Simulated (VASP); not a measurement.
A run of VASP 6.6.1:

Contents of INCAR:

```
SYSTEM = Al27H4C2O
PREC     = Accurate       ! precision mode
ENCUT    = 520            ! plane-wave cutoff, eV
EDIFF    = 1E-6           ! SCF threshold, eV
ISMEAR   = 0              ! smearing method
SIGMA    = 0.1            ! smearing width, eV
LREAL    = Auto         
LASPH    = .TRUE.         ! aspherical terms in the spheres
NELM     = 80             ! most SCF steps
ALGO     = Normal         ! electronic algorithm
ISIF     = 2              ! what is computed and relaxed
LWAVE    = .FALSE.        ! write WAVECAR
LCHARG   = .FALSE.        ! write CHGCAR
LDIPOL   = .TRUE.       
IDIPOL   = 3            
DIPOL    = 0.5 0.5 0.472
GGA      = PE             ! functional
IVDW     = 12             ! dispersion correction
NBANDS   = 72             ! bands
```

Contents of KPOINTS:

```
Automatic mesh
0
G
  3 3 1
  0 0 0
```

POSCAR

```
Al27H4C2O
1.0
    8.4486369609      0.0000000000      0.0000000000
   -4.2243184805      7.3167342355      0.0000000000
    0.0000000000      0.0000000000     24.4109554614
Al C O H
27 2 1 4
Direct
    0.2222222222      0.1111111111      0.3277217073
    0.2222222222      0.4444444444      0.3277217073
    0.2222222222      0.7777777778      0.3277217073
    0.5555555556      0.1111111111      0.3277217073
    0.5555555556      0.4444444444      0.3277217073
    0.5555555556      0.7777777778      0.3277217073
    0.8888888889      0.1111111111      0.3277217073
    0.8888888889      0.4444444444      0.3277217073
    0.8888888889      0.7777777778      0.3277217073
    0.4403580279      0.2192967204      0.4250121912
    0.4429241374      0.5549398182      0.4253611720
    0.4400671758      0.8869482924      0.4250273814
    0.7787569326      0.2221603919      0.4258821197
    0.7802283085      0.5555803090      0.4255947056
    0.7793785636      0.8896849962      0.4250172121
    0.1125374060      0.2211952806      0.4259833441
    0.1124986910      0.5590670304      0.4266885394
    0.1049264568      0.8870920389      0.4333685786
    0.6700803383      0.3338720736      0.5220153419
    0.6699612239      0.6677367597      0.5196001911
    0.6709251886     -0.0001808751      0.5223332311
    0.0031992882      0.3325129167      0.5234567159
    0.0029220462      0.6581701716      0.5397877101
    0.0032088245      0.0084987708      0.5413943660
    0.3382017667      0.3355921863      0.5221742236
    0.3385397921      0.6686847702      0.5228357272
    0.3425607625      0.0039594119      0.5225383099
    0.1531870454     -0.2204311950      0.6549500613
    0.0056478036     -0.2322829284      0.6168782019
    0.0250224243     -0.0572411459      0.6086993147
    0.1334561519     -0.3569542701      0.6634946639
    0.1516510837     -0.1562246957      0.6940963803
    0.2902418513     -0.1367576903      0.6368435195
   -0.1314079288     -0.3258720502      0.6341442603
```

Potentials or basis: VASP PAW PBE potentials, release 64 (Al, C, O, H).

Command:

```bash
$ cat potpaw_PBE.64/Al/POTCAR potpaw_PBE.64/C/POTCAR potpaw_PBE.64/O/POTCAR potpaw_PBE.64/H/POTCAR > POTCAR
$ mpirun -np 1 vasp_std > vasp.out
```

Hardware: 1 thread of Intel(R) Xeon(R) 6975P-C (Granite Rapids) (shared host).

How long does it take, and how much memory?

Wall time 19 min on 1 thread of Intel(R) Xeon(R) 6975P-C (Granite Rapids) (shared host), peak memory 1.6 GiB. Counts: scf iterations 31, k points 5.
